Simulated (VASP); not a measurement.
A run of VASP 6.6.1:

Contents of INCAR:

```
SYSTEM = SrAgI3
ALGO = Normal ; EDIFF = 1E-7
EDIFFG = -0.04 ; ENCUT = 600
GGA = PE ; IBRION = 2
ISIF = 3 ; ISMEAR = 0
LASPH = .True. ; LCHARG = .False.
LREAL = .False. ; LWAVE = .False.
NELM = 80 ; NSW = 90
PREC = Accurate ; SIGMA = 0.1
```

KPOINTS

```
k-points
0
Gamma
  6 6 2
  0 0 0
```

File POSCAR:

```
SrAgI3
1.0
    5.7346691300      0.0000000000      0.0000000000
   -2.8673345700      4.9663691500      0.0000000000
    0.0000000000      0.0000000000      8.0143005000
Sr Ag I
1 1 3
Direct
    0.0000000000      0.0000000000      0.5000000000
    0.0000000000      0.0000000000      0.0000000000
    0.5000000000      0.0000000000      0.5000000000
    0.0000000000      0.5000000000      0.5000000000
    0.5000000000      0.5000000000      0.5000000000
```

Potentials or basis: VASP PAW PBE potentials, release 64 (Sr_sv, Ag, I).

The run is started by

```bash
$ cat potpaw_PBE.64/Sr_sv/POTCAR potpaw_PBE.64/Ag/POTCAR potpaw_PBE.64/I/POTCAR > POTCAR
$ mpirun -np 1 vasp_std > vasp.out
```

Hardware: 1 thread of Intel(R) Xeon(R) 6975P-C (Granite Rapids), on a shared host.

Problem. How long does it take, and how much memory?

Solution. It took 11 min on 1 thread of Intel(R) Xeon(R) 6975P-C (Granite Rapids), on a shared host, peak memory 0.49 GiB. Counts: scf iterations 153, k points 14, ion steps 12.
